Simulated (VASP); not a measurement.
# SrLiH3 (P4/mmm) in VASP: a series of runs

Runs on SrLiH3. Level: PBE. Tasks: single point.

Program: VASP 6.6.1. These are calculated values, not measurements. Logs are shortened: lines on timing, memory, paths and dates and some standing lists are left out, and cuts for length are marked.

## (1) The cell of the first run

The structure is tetragonal, space group P4/mmm (No. 123). The conventional cell has a = 4.747 Å, b = 4.747 Å, c = 4.631 Å, α = 90.00°, β = 90.00°, γ = 90.00°. Li (site symmetry 4/mmm) has 12 H at 3.32 to 3.36 Å and 8 Sr at 4.08 Å within 4.4 Å. Within 3.1 Å of Sr (site symmetry 4/mmm) lie 6 H at 2.32 to 2.37 Å. Within 3.1 Å of H (site symmetry mmm) lie 2 Sr at 2.37 Å. Within 3.1 Å of H (site symmetry 4/mmm) lie 2 Sr at 2.32 Å.

## (2) Single point, PBE (strain +0.025 along x and y, +0.000 along z)

Input file INCAR:

```
PREC = Accurate
ENCUT = 520
EDIFF = 1E-6
ISMEAR = 0
SIGMA = 0.05
LREAL = F
LASPH = T
NELM = 60
ALGO = Normal
ISIF = 2
LWAVE = F
LCHARG = F
GGA = PE
NBANDS = 16
```

Input file KPOINTS:

```
Automatic mesh
0
Gamma
  6 6 6
```

Input file POSCAR:

```
SrLiH3
1.0
    4.7465607750      0.0000000000      0.0000000000
    0.0000000000      4.7465607750      0.0000000000
    0.0000000000      0.0000000000      4.6307910000
Li Sr H
1 1 3
Direct
    0.0000000000      0.0000000000      0.0000000000
    0.5000000000      0.5000000000      0.5000000000
    0.0000000000      0.5000000000      0.5000000000
    0.5000000000      0.0000000000      0.5000000000
    0.5000000000      0.5000000000      0.0000000000
```

Potentials or basis: VASP PAW PBE potentials, release 64 (Li_sv, Sr_sv, H).

Run with:

```sh
$ cat potpaw_PBE.64/Li_sv/POTCAR potpaw_PBE.64/Sr_sv/POTCAR potpaw_PBE.64/H/POTCAR > POTCAR
$ mpirun -np 1 vasp_std > vasp.out
```

OUTCAR:

```text
PREC = Accurate
   ENCUT = 520
   EDIFF = 1E-6
   ISMEAR = 0
   LREAL = F
   LASPH = T
   NELM = 60
   ISIF = 2
   GGA = PE

 ion  position               nearest neighbor table
   1  0.000  0.000  0.000-
   2  0.500  0.500  0.500-   5 2.32   5 2.32   3 2.37   4 2.37   4 2.37   3 2.37
   3  0.000  0.500  0.500-   2 2.37   2 2.37
   4  0.500  0.000  0.500-   2 2.37   2 2.37
   5  0.500  0.500  0.000-   2 2.32   2 2.32

  LATTYP: Found a simple tetragonal cell.
 ALAT       =     4.7465607750
 C/A-ratio  =     0.9756097561

  Lattice vectors:

 A1 = (   4.7465607750,   0.0000000000,   0.0000000000)
 A2 = (   0.0000000000,   4.7465607750,   0.0000000000)
 A3 = (   0.0000000000,   0.0000000000,   4.6307910000)

Analysis of symmetry for initial positions (statically):
=====================================================================
 Subroutine PRICEL returns:
 Original cell was already a primitive cell.

 Routine SETGRP: Setting up the symmetry group for a
 simple tetragonal supercell.

 Subroutine GETGRP returns: Found 16 space group operations
 (whereof 16 operations were pure point group operations)
 out of a pool of 16 trial point group operations.

The static configuration has the point symmetry D_4h.

Analysis of symmetry for dynamics (positions and initial velocities):
=====================================================================
 Subroutine PRICEL returns:
 Original cell was already a primitive cell.

 Routine SETGRP: Setting up the symmetry group for a
 simple tetragonal supercell.

 Subroutine GETGRP returns: Found 16 space group operations
 (whereof 16 operations were pure point group operations)
 out of a pool of 16 trial point group operations.

The dynamic configuration has the point symmetry D_4h.

 Subroutine INISYM returns: Found 16 space group operations
 (whereof 16 operations are pure point group operations),
 and found     1 'primitive' translations

----------------------------------------------------------------------------------------

                                     Primitive cell

  volume of cell :     104.3310

  direct lattice vectors                    reciprocal lattice vectors
[... 88 lines left out ...]
   LNONCOLLINEAR =      F non collinear calculations
   LSORBIT =      F    spin-orbit coupling
   LASPH  =      T    aspherical Exc in radial PAW
   ENCUT  =  520.0 eV  38.22 Ry    6.18 a.u.   8.83  8.83  8.61*2*pi/ulx,y,z
   NELM   =     60;   NELMIN=  2; NELMDL= -5     # of ELM steps
   EDIFF  = 0.1E-05   stopping-criterion for ELM
   LREAL  =      F    real-space projection
   EDIFFG = 0.1E-04   stopping-criterion for IOM
   NSW    =      0    number of steps for IOM
   IBRION =     -1    ionic relax: 0-MD 1-quasi-New 2-CG
   NFREE  =      0    steps in history (QN), initial steepest desc. (CG)
   ISIF   =      2    stress and relaxation
   ISYM   =      2    0-nonsym 1-usesym 2-fastsym
   POTIM  = 0.5000    time-step for ionic-motion
   TEBEG  =    0.0;   TEEND  =   0.0 temperature during run
   PSTRESS=    0.0 pullay stress
   NELECT =      16.0000    total number of electrons
   NUPDOWN=      -1.0000    fix difference up-down
   EMIN   =  10.00;   EMAX   =-10.00  energy-range for DOS
   EFERMI =   0.00;   METHOD = LEGACY
   ISMEAR =     0;   SIGMA  =   0.05  broadening in eV -4-tet -1-fermi 0-gaus
   EFERMI_NEDOS =   21; number of points for ismear=-14 and -15
   IALGO  =     38    algorithm
   IMIX   =      4    mixing-type and parameters
     AMIX     =   0.40;   BMIX     =  1.00
     AMIX_MAG =   1.60;   BMIX_MAG =  1.00
  volume/ion in A,a.u.               =      20.87       140.81
  Fermi-wavevector in a.u.,A,eV,Ry     =   0.876282  1.655932 10.447500  0.767870
  Thomas-Fermi vector in A             =   1.996070
   LORBIT       =      0    0 simple, 1 ext, 2 COOP (PROOUT), +10 PAW based schemes
   GGA     = PE    functional components
   LHFCALC =     F    Hartree Fock is set to
   AEXX    =    0.0000 exact exchange contribution
   IVDW    =     0    specifies the selected vdW correction
   LEPSILON=     F    determine dielectric tensor
   LRPA    =     F    only Hartree local field effects (RPA)
 non-spin polarized calculation
 Gauss-broadening in eV      SIGMA  =   0.05
  energy-cutoff  :      520.00
  volume of cell :      104.33
 maximum number of plane-waves:      2849
 NGX is ok and might be reduce to    36
   NGX = 17   NGY = 17   NGZ = 17

 number of electron      15.9999992 magnetization

 Free energy of the ion-electron system (eV)
  ---------------------------------------------------
  ext. energy  EPLUGINS =         0.00000000
  ---------------------------------------------------
  free energy    TOTEN  =       -13.84306512 eV

  energy without entropy =      -13.84306512  energy(sigma->0) =      -13.84306512

 E-fermi :  -1.3694     XC(G=0):  -6.6296

 val. band max:       -1.5762475165   @ k =   0.5000   0.5000   0.5000
 cond. band min:       0.2096039997   @ k =   0.5000   0.5000   0.0000
 fundamental gap:      1.7858515161
 Fermi energy:        -1.3693830183

 k-point     1 :       0.0000    0.0000    0.0000
  band No.  band energies     occupation
      1     -49.3757      2.00000
      2     -34.5886      2.00000
      3     -16.6405      2.00000
      4     -16.6405      2.00000
      5     -16.6200      2.00000
      6      -4.5611      2.00000
[... 433 lines left out ...]
      3     -16.7186      2.00000
      4     -16.6961      2.00000
      5     -16.6334      2.00000
      6      -3.1081      2.00000
[... 8 lines left out ...]
     15       5.6577      0.00000
     16       6.2448      0.00000

 [... further k-points ...]
[... 5 lines left out ...]
  --------------------------------------------------------------------------------------
  -------------------------------------------------------------------------------------
  Total       -0.7345501     -0.7345501     -0.0828671      0.0000000      0.0000000      0.0000000
  in kB      -11.2802503    -11.2802503     -1.2725637      0.0000000      0.0000000      0.0000000
  external PRESSURE =      -7.9443548 kB  Pullay stress =       0.0000000 kB

 VOLUME and BASIS-vectors are now :
 -----------------------------------------------------------------------------
  energy-cutoff  :      520.00
  volume of cell :      104.33
      direct lattice vectors                 reciprocal lattice vectors
     4.746560775  0.000000000  0.000000000     0.210678857  0.000000000  0.000000000
     0.000000000  4.746560775  0.000000000     0.000000000  0.210678857  0.000000000
     0.000000000  0.000000000  4.630791000     0.000000000  0.000000000  0.215945829

 POSITION                                       TOTAL-FORCE (eV/Angst)
 -----------------------------------------------------------------------------------
      0.00000      0.00000      0.00000         0.000000      0.000000      0.000000
      2.37328      2.37328      2.31540         0.000000      0.000000      0.000000
      0.00000      2.37328      2.31540         0.000000      0.000000      0.000000
      2.37328      0.00000      2.31540         0.000000      0.000000      0.000000
      2.37328      2.37328      0.00000         0.000000      0.000000      0.000000
 -----------------------------------------------------------------------------------
    total drift:                                0.000000      0.000000      0.000000

  FREE ENERGIE OF THE ION-ELECTRON SYSTEM (eV)
  ---------------------------------------------------
  free  energy   TOTEN  =       -13.8430651242 eV

  energy  without entropy=      -13.8430651242  energy(sigma->0) =      -13.84306512
```

OSZICAR:

```text
N       E                     dE             d eps       ncg     rms          rms(c)
DAV:   1     0.644487798677E+02    0.64449E+02   -0.59800E+03  1280   0.858E+02
DAV:   2    -0.920755123866E+01   -0.73656E+02   -0.68147E+02  1712   0.183E+02
DAV:   3    -0.156418043898E+02   -0.64343E+01   -0.64047E+01  2416   0.432E+01
DAV:   4    -0.157763243786E+02   -0.13452E+00   -0.13451E+00  1504   0.595E+00
DAV:   5    -0.157781980104E+02   -0.18736E-02   -0.18736E-02  2080   0.629E-01    0.216E+01
DAV:   6    -0.142714485900E+02    0.15067E+01   -0.79741E-01  1448   0.376E+00    0.124E+01
DAV:   7    -0.138491291970E+02    0.42232E+00   -0.12283E+00  1696   0.482E+00    0.258E+00
DAV:   8    -0.138434678713E+02    0.56613E-02   -0.14067E-01  1568   0.159E+00    0.506E-01
DAV:   9    -0.138432827677E+02    0.18510E-03   -0.12993E-02  1760   0.512E-01    0.206E-01
DAV:  10    -0.138430267297E+02    0.25604E-03   -0.86473E-04  1664   0.156E-01    0.170E-01
DAV:  11    -0.138430527282E+02   -0.25999E-04   -0.16574E-04  1760   0.711E-02    0.559E-02
DAV:  12    -0.138430641928E+02   -0.11465E-04   -0.59153E-05  1792   0.367E-02    0.230E-02
DAV:  13    -0.138430654392E+02   -0.12464E-05   -0.25386E-06  1760   0.105E-02    0.942E-03
DAV:  14    -0.138430651242E+02    0.31497E-06   -0.67147E-07  1088   0.495E-03
   1 F= -.13843065E+02 E0= -.13843065E+02  d E =-.480894E-11
```

It took 23 s on 1 thread of Intel Xeon 6975P-C (Granite Rapids), shared host; peak memory 0.24 GiB.

Results:

- Free energy: -13.8431 eV
- Band gap on the k mesh: 1.79 eV (least direct gap 2.24 eV)

Levels at points of the mesh, in eV from the valence-band top:
| k point | band 6 | band 7 | band 8 | band 9 | band 10 | band 11 |
| --- | --- | --- | --- | --- | --- | --- |
| (0.00, 0.00, 0.00) | -2.98 | -0.88 | -0.86 | 4.96 | 5.00 | 5.00 |
| (0.50, 0.00, 0.00) | -2.19 | -0.91 | -0.76 | 3.77 | 4.52 | 4.74 |
| (0.50, 0.50, 0.00) | -1.36 | -0.50 | -0.50 | 1.79 | 5.12 | 5.12 |
| (0.00, 0.00, 0.50) | -2.13 | -0.78 | -0.72 | 3.75 | 4.56 | 4.56 |
| (0.50, 0.00, 0.50) | -1.29 | -0.47 | -0.37 | 1.86 | 4.96 | 4.99 |
| (0.50, 0.50, 0.50) | -0.09 | -0.09 | 0.00 | 2.47 | 2.49 | 2.49 |

Caveat: the cell differs from its parent crystal (strain +0.025 along x and y, +0.000 along z); the cutoff is under 1.25 times the usual one of these potentials, so pressure, stress and relaxed cells hold a basis-set (Pulay) error.

## (3) Single point, PBE (strain +0.050 along x and y, +0.000 along z)

Input file INCAR:

```
SYSTEM = SrLiH3
PREC = Accurate ; ENCUT = 520
EDIFF = 1E-7 ; ISMEAR = 0
SIGMA = 0.05 ; LREAL = .False.
LASPH = .True. ; NELM = 60
ALGO = Normal ; ISIF = 2
LWAVE = .False. ; LCHARG = .True.
GGA = PE ; LELF = .True.
LVHAR = .True. ; NBANDS = 16
```

Input file KPOINTS:

```
regular mesh
0
Gamma
  6 6 6
  0 0 0
```

Edit POSCAR of step 2 so:

```diff
@@ -2,4 +2,4 @@
 1.0
-    4.7465607750      0.0000000000      0.0000000000
-    0.0000000000      4.7465607750      0.0000000000
+    4.8623305500      0.0000000000      0.0000000000
+    0.0000000000      4.8623305500      0.0000000000
     0.0000000000      0.0000000000      4.6307910000
```

Potentials or basis: VASP PAW PBE potentials, release 64 (Li_sv, Sr_sv, H).

Run with:

```sh
$ cat potpaw_PBE.64/Li_sv/POTCAR potpaw_PBE.64/Sr_sv/POTCAR potpaw_PBE.64/H/POTCAR > POTCAR
$ mpirun -np 1 vasp_std > vasp.out
```

Run time: 23 s. Hardware: 1 thread of Intel Xeon 6975P-C (Granite Rapids), shared host; peak memory 0.24 GiB.

The run converged. Its results:

```yaml
Free_energy: -13.7920 eV
Band_gap_on_the_k_mesh: 1.74 eV (least direct gap 2.23 eV)
```

Levels at points of the mesh, in eV from the valence-band top:
```tsv
k point	band 5	band 6	band 7	band 8	band 9	band 10	band 11	band 12
(0.00, 0.00, 0.00)	-15.17	-2.89	-0.84	-0.80	4.76	4.81	4.81	5.31
(0.50, 0.00, 0.00)	-15.17	-2.13	-0.94	-0.72	3.64	4.39	4.81	5.66
(0.50, 0.50, 0.00)	-15.17	-1.37	-0.56	-0.56	1.74	5.11	5.11	5.70
(0.00, 0.00, 0.50)	-15.21	-2.02	-0.70	-0.64	3.61	4.46	4.46	5.88
(0.50, 0.00, 0.50)	-15.21	-1.21	-0.49	-0.33	1.90	4.80	4.85	5.36
(0.50, 0.50, 0.50)	-15.27	-0.15	-0.15	0.00	2.48	2.52	2.52	4.13
```

Caveat: the cell differs from its parent crystal (strain +0.050 along x and y, +0.000 along z); the cutoff is under 1.25 times the usual one of these potentials, so pressure, stress and relaxed cells hold a basis-set (Pulay) error.

## (4) Single point, PBE (strain +0.025 along x and y, +0.050 along z)

Input file INCAR:

```
PREC     = Accurate       # precision mode
ENCUT    = 520            # plane-wave cutoff, eV
EDIFF    = 1E-7           # SCF threshold, eV
ISMEAR   = 0              # smearing method
SIGMA    = 0.05           # smearing width, eV
LREAL    = False          # projectors in reciprocal space
LASPH    = True           # aspherical terms in the spheres
NELM     = 100            # most SCF steps
ALGO     = Normal         # electronic algorithm
ISIF     = 2              # what is computed and relaxed
LWAVE    = False          # write WAVECAR
LCHARG   = True           # write CHGCAR
GGA      = PE             # functional
LELF     = True           # ELF
LVHAR    = True         
NBANDS   = 16             # bands
```

Input file KPOINTS:

```
Automatic mesh
0
Gamma
  6 6 6
```

Edit POSCAR of step 3 so:

```diff
@@ -2,5 +2,5 @@
 1.0
-    4.8623305500      0.0000000000      0.0000000000
-    0.0000000000      4.8623305500      0.0000000000
-    0.0000000000      0.0000000000      4.6307910000
+    4.7465607750      0.0000000000      0.0000000000
+    0.0000000000      4.7465607750      0.0000000000
+    0.0000000000      0.0000000000      4.8623305500
 Li Sr H
```

Run with:

```sh
$ cat potpaw_PBE.64/Li_sv/POTCAR potpaw_PBE.64/Sr_sv/POTCAR potpaw_PBE.64/H/POTCAR > POTCAR
$ mpirun -np 1 vasp_std > vasp.out
```

Run time: 24 s. Hardware: 1 thread of Intel Xeon 6975P-C (Granite Rapids), shared host; peak memory 0.24 GiB.

The run converged. Its results:

| Item | Value |
| --- | --- |
| Free energy | -13.8060 eV |
| Band gap on the k mesh | 1.90 eV (least direct gap 2.27 eV) |

Levels at points of the mesh, in eV from the valence-band top:
| k point | band 6 | band 7 | band 8 | band 9 | band 10 | band 11 |
| --- | --- | --- | --- | --- | --- | --- |
| (0.00, 0.00, 0.00) | -2.80 | -0.74 | -0.72 | 4.83 | 4.90 | 5.13 |
| (0.50, 0.00, 0.00) | -2.00 | -0.74 | -0.60 | 3.71 | 4.51 | 4.71 |
| (0.50, 0.50, 0.00) | -1.13 | -0.34 | -0.34 | 1.98 | 4.91 | 4.91 |
| (0.00, 0.00, 0.50) | -2.04 | -0.86 | -0.63 | 3.74 | 4.67 | 4.67 |
| (0.50, 0.00, 0.50) | -1.21 | -0.45 | -0.37 | 1.90 | 5.04 | 5.06 |
| (0.50, 0.50, 0.50) | -0.07 | 0.00 | 0.00 | 2.58 | 2.58 | 2.60 |

Caveat: the cell differs from its parent crystal (strain +0.025 along x and y, +0.050 along z); the cutoff is under 1.25 times the usual one of these potentials, so pressure, stress and relaxed cells hold a basis-set (Pulay) error. A k mesh can miss the band edges.

(Part 1 of 2 ends here.)
